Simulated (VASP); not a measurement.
Wanted: the native input for a VASP 6.6.1 run.

- Task: single point
- Functional: r2SCAN
- Potentials or basis: VASP PAW PBE potentials, release 64 (P)
- Cutoff: 520 eV
- k mesh: 18 × 18 × 18
- Occupations: gaussian, width 0.15 eV
- Spin: no spin polarisation
- Dipole correction: no
- Further INCAR settings: ALGO = Normal; EDIFF = 1e-06; NBANDS = 12

The system is P.

```
P
1.0
    -1.64076    2.43971    1.91471
     1.64076   -2.43971    1.91471
     1.64076    2.43971   -1.91471
P
2
Cartesian
  0.0000 3.6596 0.2041
  1.6408 -1.2199 1.7106
```

This cell differs from its parent crystal: strain -0.030 along x and y, +0.030 along z.

These files were run (other wordings do the same):

POSCAR

```
P
1.0
   -1.6407647418      2.4397100862      1.9147124599
    1.6407647418     -2.4397100862      1.9147124599
    1.6407647418      2.4397100862     -1.9147124599
P
2
Direct
    0.8033091100      0.0533091100      0.7500000000
    0.1966908900      0.9466908900      0.2500000000
```

INCAR.step1

```
SYSTEM = P
PREC = Accurate
ENCUT = 520
ISMEAR = 0
SIGMA = 0.15
LREAL = .False.
LASPH = .True.
NELM = 100
NBANDS = 12
GGA = PE
ALGO = Normal
EDIFF = 1E-4
LWAVE = .True.
LCHARG = .False.
```

INCAR.step2

```
SYSTEM = P
PREC = Accurate
ENCUT = 520
EDIFF = 1E-6
ISMEAR = 0
SIGMA = 0.15
LREAL = .False.
LASPH = .True.
NELM = 100
ALGO = Normal
ISIF = 2
LWAVE = .False.
LCHARG = .False.
METAGGA = R2SCAN
LMIXTAU = .True.
NBANDS = 12
ISTART = 1
```

KPOINTS

```
regular mesh
0
Gamma
  18 18 18
  0 0 0
```

Potentials or basis: VASP PAW PBE potentials, release 64 (P).

Command:

```console
$ cat potpaw_PBE.64/P/POTCAR > POTCAR
$ cp INCAR.step1 INCAR
$ mpirun -np 1 vasp_std > vasp.out
$ cp INCAR.step2 INCAR
$ mpirun -np 1 vasp_std > vasp.out
```

It gave:

The pressure is 5.2 GPa, the largest force is 0.009 eV/Å and the band gap on the k mesh is zero (bands 5 and 6 overlap by 0.84 eV).

Caveat: the cell differs from its parent crystal (strain -0.030 along x and y, +0.030 along z); the stress differs along the axes, from -1 to 10 GPa; the PAW data sets were made with another functional, which shifts forces and pressure a little.

It took 13 min on 1 thread of Intel Xeon 8259CL, on a shared host, peak memory 0.35 GiB.
